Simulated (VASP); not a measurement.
## HfBr: single point with PBE

The system is HfBr.

```xyz
2
Lattice="0.0000 2.9236 2.9236 2.9236 0.0000 2.9236 2.9236 2.9236 0.0000" Properties=species:S:1:pos:R:3 pbc="T T T"
Hf    0.0000    0.0000    0.0000
Br    2.9236    2.9236    2.9236
```

```json
{"Program": "VASP 6.6.1", "Task": "single point", "Functional": "PBE", "Potentials or basis": "VASP PAW PBE potentials, release 64 (Hf_pv, Br)", "Cutoff": "520 eV", "k mesh": "6 × 6 × 6", "Occupations": "gaussian, width 0.1 eV", "Spin": "no spin polarisation", "Dipole correction": "no", "Further INCAR settings": "ALGO = Normal; EDIFF = 1e-07; NBANDS = 16"}
```

```yaml
Pressure: -6.9 GPa
```

Levels at points of the mesh, in eV from the Fermi level:
```tsv
k point	band 5	band 6	band 7	band 8	band 9	band 10	band 11	band 12
(0.00, 0.00, 0.00)	-5.39	-5.39	-5.39	-2.33	-0.80	-0.80	-0.80	-0.32
(0.50, 0.00, 0.00)	-8.33	-6.50	-6.50	0.64	0.90	1.11	1.11	3.44
(0.50, 0.50, 0.00)	-7.29	-6.08	-6.08	-2.37	-0.55	0.55	1.50	1.85
```

It took 5.8 s on 1 thread of Intel(R) Xeon(R) 6975P-C (Granite Rapids), with other jobs on the host, peak memory 0.17 GiB.

Caveat: spin-orbit coupling is left out, which moves the levels of the heavy elements; an odd number of electrons without spin polarisation forces a metal; a magnetic or distorted state may lie lower.
